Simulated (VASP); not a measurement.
Write the native input for VASP 6.6.1 that does the following.

* Task: single point
* Functional: HSE06
* Potentials or basis: VASP PAW PBE potentials, release 64 (Sb)
* Cutoff: 520 eV
* k mesh: 8 × 8 × 8
* Occupations: fermi-dirac, width 0.05 eV
* Spin: no spin polarisation
* Dipole correction: no
* Grid for exact exchange (PRECFOCK): Normal
* Further INCAR settings: ALGO = Normal; EDIFF = 1e-07; NBANDS = 8
* Share of exact exchange: 0.25
* Screening parameter: 0.2079 1/Å

The system is Sb.

```xyz
1
Lattice="0.0000 2.3712 2.3712 2.3712 0.0000 2.3712 2.3712 2.3712 0.0000" Properties=species:S:1:pos:R:3 pbc="T T T"
Sb    0.0000    0.0000    0.0000
```

This isn't the form of Sb at room conditions, which is rhombohedral.

The input as run:

POSCAR

```
Sb
1.0
    0.0000000000      2.3712425216      2.3712425216
    2.3712425216      0.0000000000      2.3712425216
    2.3712425216      2.3712425216      0.0000000000
Sb
1
Direct
    0.0000000000      0.0000000000      0.0000000000
```

INCAR.step1

```
ALGO = Normal
EDIFF = 1E-5
ENCUT = 520
GGA = PE
ISIF = 2
ISMEAR = -1
LASPH = T
LCHARG = F
LREAL = F
LWAVE = T
NBANDS = 8
NELM = 80
PREC = Accurate
SIGMA = 0.05
```

INCAR.step2

```
ALGO = Normal
EDIFF = 1E-7
ENCUT = 520
GGA = PE
HFSCREEN = 0.2079
ISIF = 2
ISMEAR = -1
ISTART = 1
LASPH = T
LCHARG = F
LHFCALC = T
LREAL = F
LWAVE = F
NBANDS = 8
NELM = 80
PREC = Accurate
PRECFOCK = Normal
SIGMA = 0.05
```

KPOINTS

```
k-points
0
Gamma
  8 8 8
```

Potentials or basis: VASP PAW PBE potentials, release 64 (Sb).

Launch:

```sh
$ cat potpaw_PBE.64/Sb/POTCAR > POTCAR
$ cp INCAR.step1 INCAR
$ mpirun -np 1 vasp_std > vasp.out
$ cp INCAR.step2 INCAR
$ mpirun -np 1 vasp_std > vasp.out
```

It gave:

* Pressure: -0.5 GPa
* Band gap on the k mesh: zero (an odd number of electrons rules out a gap without spin polarisation)

Caveat: the PAW data sets were made with another functional, which shifts forces and pressure a little; spin-orbit coupling is left out, which moves the levels of the heavy elements.

It took 19 min on 1 thread of Intel(R) Xeon(R) Platinum 8559C (Emerald Rapids) (shared host), peak memory 0.27 GiB.
